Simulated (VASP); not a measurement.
# NaCl (Halite) (Fm-3m) in VASP: notebook

NaCl (Halite) is run at these levels: PBEsol; tasks: single point, relaxation of cell and atoms.

All numbers are computed with VASP 6.6.1; they aren't measurements. Logs are shortened: lines on timing, memory, paths and dates and some standing lists are left out, and cuts for length are marked.

## Step 1: The cell of the first run

The structure is cubic, space group Fm-3m (No. 225). Conventional cell: a = 5.224 Å, b = 5.224 Å, c = 5.224 Å, α = 90.00°, β = 90.00°, γ = 90.00°. Within 3.4 Å of Na (site symmetry m-3m) lie 6 Cl at 2.61 Å. Cl (site symmetry m-3m) has 6 Na at 2.61 Å within 3.4 Å.

## Step 2: Single point, PBEsol

Contents of INCAR:

```
  PREC = Accurate
  ENCUT = 520
  EDIFF = 1E-6
  ISMEAR = 0
  SIGMA = 0.01
  LREAL = False
  LASPH = True
  NELM = 100
  ALGO = Normal
  ISIF = 2
  LWAVE = False
  LCHARG = False
  GGA = PS
  NBANDS = 14
```

Contents of KPOINTS:

```
Automatic mesh
0
Gamma
  8 8 8
```

Contents of POSCAR:

```
NaCl
1.0
    0.0000000000      2.6117536969      2.6117536969
    2.6117536969      0.0000000000      2.6117536969
    2.6117536969      2.6117536969      0.0000000000
Na Cl
1 1
Direct
    0.0000000000      0.0000000000      0.0000000000
    0.5000000000      0.5000000000      0.5000000000
```

Potentials or basis: VASP PAW PBE potentials, release 64 (Na_pv, Cl).

Launch:

```console
cat potpaw_PBE.64/Na_pv/POTCAR potpaw_PBE.64/Cl/POTCAR > POTCAR
mpirun -np 1 vasp_std > vasp.out
```

OUTCAR:

```text
PREC = Accurate
   ENCUT = 520
   EDIFF = 1E-6
   ISMEAR = 0
   LREAL = False
   LASPH = True
   NELM = 100
   ISIF = 2
   GGA = PS

 ion  position               nearest neighbor table
   1  0.000  0.000  0.000-   2 2.61   2 2.61   2 2.61   2 2.61   2 2.61   2 2.61
   2  0.500  0.500  0.500-   1 2.61   1 2.61   1 2.61   1 2.61   1 2.61   1 2.61

  LATTYP: Found a face centered cubic cell.
 ALAT       =     5.2235073938

  Lattice vectors:

 A1 = (   0.0000000000,   2.6117536969,   2.6117536969)
 A2 = (   2.6117536969,   0.0000000000,   2.6117536969)
 A3 = (   2.6117536969,   2.6117536969,   0.0000000000)

Analysis of symmetry for initial positions (statically):
=====================================================================
 Subroutine PRICEL returns:
 Original cell was already a primitive cell.

 Routine SETGRP: Setting up the symmetry group for a
 face centered cubic supercell.

 Subroutine GETGRP returns: Found 48 space group operations
 (whereof 48 operations were pure point group operations)
 out of a pool of 48 trial point group operations.

The static configuration has the point symmetry O_h .

Analysis of symmetry for dynamics (positions and initial velocities):
=====================================================================
 Subroutine PRICEL returns:
 Original cell was already a primitive cell.

 Routine SETGRP: Setting up the symmetry group for a
 face centered cubic supercell.

 Subroutine GETGRP returns: Found 48 space group operations
 (whereof 48 operations were pure point group operations)
 out of a pool of 48 trial point group operations.

The dynamic configuration has the point symmetry O_h .

 Subroutine INISYM returns: Found 48 space group operations
 (whereof 48 operations are pure point group operations),
 and found     1 'primitive' translations

----------------------------------------------------------------------------------------

                                     Primitive cell

  volume of cell :      35.6309

  direct lattice vectors                    reciprocal lattice vectors
     0.000000000  2.611753697  2.611753697    -0.191442248  0.191442248  0.191442248
     2.611753697  0.000000000  2.611753697     0.191442248 -0.191442248  0.191442248
     2.611753697  2.611753697  0.000000000     0.191442248  0.191442248 -0.191442248

  length of vectors
     3.693577500  3.693577500  3.693577500     0.331587701  0.331587701  0.331587701

  position of ions in fractional coordinates (direct lattice)
     0.000000000  0.000000000  0.000000000
     0.500000000  0.500000000  0.500000000

  ion indices of the primitive-cell ions
   primitive index   ion index
                 1           1
                 2           2

----------------------------------------------------------------------------------------

 KPOINTS: Automatic mesh

Automatic generation of k-mesh.
 Grid dimensions read from file:
 generate k-points for:    8    8    8

 Generating k-lattice:

  Cartesian coordinates                     Fractional coordinates (reciprocal lattice)
    -0.023930281  0.023930281  0.023930281     0.125000000  0.000000000  0.000000000
     0.023930281 -0.023930281  0.023930281     0.000000000  0.125000000  0.000000000
     0.023930281  0.023930281 -0.023930281     0.000000000  0.000000000  0.125000000

  Length of vectors
     0.041448463  0.041448463  0.041448463

  Shift w.r.t. Gamma in fractional coordinates (k-lattice)
     0.000000000  0.000000000  0.000000000

 Subroutine IBZKPT returns following result:
 ===========================================

 Found     29 irreducible k-points:

 Following reciprocal coordinates:
            Coordinates               Weight
  0.000000  0.000000  0.000000      1.000000
  0.125000  0.000000  0.000000      8.000000
  0.250000  0.000000  0.000000      8.000000
  0.375000  0.000000  0.000000      8.000000
  0.500000  0.000000  0.000000      4.000000
  0.125000  0.125000  0.000000      6.000000
[... 16 lines left out ...]
  0.500000  0.250000  0.125000     48.000000
 -0.375000  0.250000  0.125000     24.000000
 [... further k-points ...]
   k-points           NKPTS =     29   k-points in BZ     NKDIM =     29   number of bands    NBANDS=     14
   number of dos      NEDOS =    301   number of ions     NIONS =      2
   total plane-waves  NPLWV =  21952
   dimension x,y,z NGX =    28 NGY =   28 NGZ =   28
   dimension x,y,z NGXF=    56 NGYF=   56 NGZF=   56
   ions per type =               1   1
   NGX,Y,Z   is equivalent  to a cutoff of  12.60, 12.60, 12.60 a.u.
   NGXF,Y,Z  is equivalent  to a cutoff of  25.21, 25.21, 25.21 a.u.
 SYSTEM =  unknown system
   PREC   = accura    normal or accurate (medium, high low for compatibility)
   ISTART =      0    job   : 0-new  1-cont  2-samecut
   ICHARG =      2    charge: 1-file 2-atom 10-const
   ISPIN  =      1    spin polarized calculation?
   LNONCOLLINEAR =      F non collinear calculations
   LSORBIT =      F    spin-orbit coupling
   LASPH  =      T    aspherical Exc in radial PAW
   ENCUT  =  520.0 eV  38.22 Ry    6.18 a.u.   6.87  6.87  6.87*2*pi/ulx,y,z
   NELM   =    100;   NELMIN=  2; NELMDL= -5     # of ELM steps
   EDIFF  = 0.1E-05   stopping-criterion for ELM
   LREAL  =      F    real-space projection
   EDIFFG = 0.1E-04   stopping-criterion for IOM
   NSW    =      0    number of steps for IOM
   IBRION =     -1    ionic relax: 0-MD 1-quasi-New 2-CG
   NFREE  =      0    steps in history (QN), initial steepest desc. (CG)
   ISIF   =      2    stress and relaxation
   ISYM   =      2    0-nonsym 1-usesym 2-fastsym
   POTIM  = 0.5000    time-step for ionic-motion
   TEBEG  =    0.0;   TEEND  =   0.0 temperature during run
   PSTRESS=    0.0 pullay stress
   NELECT =      14.0000    total number of electrons
   NUPDOWN=      -1.0000    fix difference up-down
   EMIN   =  10.00;   EMAX   =-10.00  energy-range for DOS
   EFERMI =   0.00;   METHOD = LEGACY
   ISMEAR =     0;   SIGMA  =   0.01  broadening in eV -4-tet -1-fermi 0-gaus
   EFERMI_NEDOS =   21; number of points for ismear=-14 and -15
   IALGO  =     38    algorithm
   IMIX   =      4    mixing-type and parameters
     AMIX     =   0.40;   BMIX     =  1.00
     AMIX_MAG =   1.60;   BMIX_MAG =  1.00
  volume/ion in A,a.u.               =      17.82       120.22
  Fermi-wavevector in a.u.,A,eV,Ry     =   1.199063  2.265900 19.561801  1.437752
  Thomas-Fermi vector in A             =   2.334935
   LORBIT       =      0    0 simple, 1 ext, 2 COOP (PROOUT), +10 PAW based schemes
   GGA     = PS    functional components
   LHFCALC =     F    Hartree Fock is set to
   AEXX    =    0.0000 exact exchange contribution
   IVDW    =     0    specifies the selected vdW correction
   LEPSILON=     F    determine dielectric tensor
   LRPA    =     F    only Hartree local field effects (RPA)
 non-spin polarized calculation
 Gauss-broadening in eV      SIGMA  =   0.01
  energy-cutoff  :      520.00
  volume of cell :       35.63
 maximum number of plane-waves:       982
   NGX = 13   NGY = 13   NGZ = 13

 number of electron      14.0000005 magnetization

 Free energy of the ion-electron system (eV)
  ---------------------------------------------------
  ext. energy  EPLUGINS =         0.00000000
  ---------------------------------------------------
  free energy    TOTEN  =        -6.80324846 eV

  energy without entropy =       -6.80324846  energy(sigma->0) =       -6.80324846

 E-fermi :   0.9293     XC(G=0):  -9.3897

 val. band max:        0.7799388325   @ k =   0.0000   0.0000   0.0000
 cond. band min:       6.7181475252   @ k =   0.0000   0.0000   0.0000
 fundamental gap:      5.9382086927
 Fermi energy:         0.9292925011

 k-point     1 :       0.0000    0.0000    0.0000
  band No.  band energies     occupation
      1     -19.5656      2.00000
      2     -19.5656      2.00000
      3     -19.5656      2.00000
      4     -12.5281      2.00000
      5       0.7799      2.00000
      6       0.7799      2.00000
      7       0.7799      2.00000
      8       6.7181      0.00000
      9      11.9059      0.00000
     10      11.9059      0.00000
     11      11.9059      0.00000
     12      14.4655      0.00000
     13      14.4655      0.00000
     14      16.2048      0.00000

 k-point     2 :       0.1250    0.0000    0.0000
  band No.  band energies     occupation
      1     -19.5793      2.00000
      2     -19.5664      2.00000
      3     -19.5664      2.00000
      4     -12.4362      2.00000
      5       0.2433      2.00000
      6       0.7113      2.00000
      7       0.7113      2.00000
      8       7.3135      0.00000
      9      11.3748      0.00000
     10      12.1653      0.00000
     11      12.1653      0.00000
     12      14.2795      0.00000
     13      14.2795      0.00000
     14      17.4107      0.00000

 k-point     3 :       0.2500    0.0000    0.0000
  band No.  band energies     occupation
      1     -19.6115      2.00000
      2     -19.5682      2.00000
      3     -19.5682      2.00000
      4     -12.2047      2.00000
      5      -0.8084      2.00000
      6       0.5532      2.00000
      7       0.5532      2.00000
      8       8.1847      0.00000
      9      11.2217      0.00000
     10      12.4375      0.00000
     11      12.4375      0.00000
     12      14.5824      0.00000
     13      14.5824      0.00000
     14      18.0537      0.00000
[... 324 lines left out ...]
 k-point    23 :       0.5000    0.2500    0.1250
  band No.  band energies     occupation
      1     -19.6302      2.00000
      2     -19.5864      2.00000
      3     -19.5747      2.00000
      4     -11.8798      2.00000
      5      -1.4613      2.00000
      6      -0.2663      2.00000
      7       0.2126      2.00000
      8       9.5131      0.00000
      9      10.9697      0.00000
     10      11.2763      0.00000
     11      13.4233      0.00000
     12      15.3660      0.00000
     13      18.3727      0.00000
     14      18.6322      0.00000

 k-point    24 :      -0.3750    0.2500    0.1250
  band No.  band energies     occupation
      1     -19.6364      2.00000
      2     -19.5876      2.00000
      3     -19.5770      2.00000
      4     -11.8024      2.00000
      5      -1.6400      2.00000
      6      -0.3854      2.00000
      7       0.1351      2.00000
      8       9.4601      0.00000
      9      10.9203      0.00000
     10      12.0443      0.00000
     11      13.2064      0.00000
     12      16.1770      0.00000
     13      17.8953      0.00000
     14      18.8249      0.00000

 [... further k-points ...]
[... 5 lines left out ...]
  --------------------------------------------------------------------------------------
  -------------------------------------------------------------------------------------
  Total        2.0060507      2.0060507      2.0060507     -0.0000000      0.0000000      0.0000000
  in kB       90.2040079     90.2040079     90.2040079     -0.0000000      0.0000000      0.0000000
  external PRESSURE =      90.2040079 kB  Pullay stress =       0.0000000 kB

 VOLUME and BASIS-vectors are now :
 -----------------------------------------------------------------------------
  energy-cutoff  :      520.00
  volume of cell :       35.63
      direct lattice vectors                 reciprocal lattice vectors
     0.000000000  2.611753697  2.611753697    -0.191442248  0.191442248  0.191442248
     2.611753697  0.000000000  2.611753697     0.191442248 -0.191442248  0.191442248
     2.611753697  2.611753697  0.000000000     0.191442248  0.191442248 -0.191442248

 POSITION                                       TOTAL-FORCE (eV/Angst)
 -----------------------------------------------------------------------------------
      0.00000      0.00000      0.00000         0.000000      0.000000      0.000000
      2.61175      2.61175      2.61175         0.000000      0.000000     -0.000000
 -----------------------------------------------------------------------------------
    total drift:                                0.000000      0.000000      0.000000

  FREE ENERGIE OF THE ION-ELECTRON SYSTEM (eV)
  ---------------------------------------------------
  free  energy   TOTEN  =        -6.8032484591 eV

  energy  without entropy=       -6.8032484591  energy(sigma->0) =       -6.80324846
```

It took 21 s on 1 thread of Intel Xeon 8259CL, shared host; peak memory 0.15 GiB.

What came out:

| Property | Result |
| --- | --- |
| Free energy | -6.8032 eV |
| Pressure | 9.0 GPa |
| Band gap on the k mesh | 5.94 eV, direct |

Caveat: the PAW data sets were made with another functional, which shifts forces and pressure a little. A hybrid or GW would open this gap; PBEsol tends to underestimate it.

## Step 3: Relaxation of cell and atoms, PBEsol, target pressure 8.9 GPa, at which the enthalpy is minimised

Contents of INCAR:

```
ALGO = Normal
EDIFF = 1E-7
EDIFFG = -0.002
ENCUT = 600
GGA = PS
IBRION = 2
ISIF = 3
ISMEAR = 0
LASPH = True
LCHARG = False
LREAL = False
LWAVE = False
NELM = 60
NSW = 80
PREC = Accurate
PSTRESS = 89.0
SIGMA = 0.01
```

Contents of KPOINTS:

```
k-points
0
Gamma
  8 8 8
```

Contents of POSCAR:

```
NaCl
1.0
    0.0000000000      2.6106385662      2.6106385662
    2.6106385662      0.0000000000      2.6106385662
    2.6106385662      2.6106385662      0.0000000000
Na Cl
1 1
Direct
    0.0000000000      0.0000000000      0.0000000000
    0.5000000000      0.5000000000      0.5000000000
```

Potentials or basis: VASP PAW PBE potentials, release 64 (Na_pv, Cl).

Launch:

```console
cat potpaw_PBE.64/Na_pv/POTCAR potpaw_PBE.64/Cl/POTCAR > POTCAR
mpirun -np 1 vasp_std > vasp.out
```

Wall time 38 s (1 thread of Intel Xeon 8259CL, shared host); peak memory 0.16 GiB.

Results (log left out):

| Item | Value |
| --- | --- |
| Free energy | -6.8085 eV |
| Relaxed volume | 17.86 Å³/atom |
| Relaxed cell | a = 3.697 Å, b = 3.697 Å, c = 3.697 Å, α = 60.00°, β = 60.00°, γ = 60.00° |
| Space group after relaxing (to 0.05 Å) | Fm-3m (No. 225) |
| Energy change on relaxing (the enthalpy is what falls) | -3.8 meV/atom |
| Ionic steps | 2 |
| Pressure after relaxing | 8.9 GPa |
| Band gap on the k mesh | 5.93 eV, direct |

The path:
```
step  energy change (eV)  largest force (eV/Å)  pressure (GPa)  volume (Å³)
   1              0.0000                0.0000            9.13        35.59
   2             -0.0075                0.0000            8.90        35.72
```

Final structure:
```
CELL_PARAMETERS angstrom
0.00000 2.61391 2.61391
2.61391 0.00000 2.61391
2.61391 2.61391 0.00000
ATOMIC_POSITIONS crystal
Na 0.00000 0.00000 0.00000
Cl 0.50000 0.50000 0.50000
```

Levels at points of the mesh, in eV from the valence-band top:
```
           k point  band 3  band 4  band 5  band 6  band 7  band 8  band 9  band 10  band 11
(0.00, 0.00, 0.00)  -20.35  -13.30    0.00    0.00    0.00    5.93   11.13    11.13    11.13
(0.50, 0.00, 0.00)  -20.35  -12.62   -2.79   -0.43   -0.43    7.42   11.35    11.35    12.44
(0.50, 0.50, 0.00)  -20.37  -12.58   -2.41   -0.87   -0.87    7.55    8.04    12.86    16.05
```

Caveat: the cell is relaxed towards a set pressure, so the enthalpy falls and the energy may rise; the PAW data sets were made with another functional, which shifts forces and pressure a little. Zero-point motion and thermal expansion aren't in these numbers.
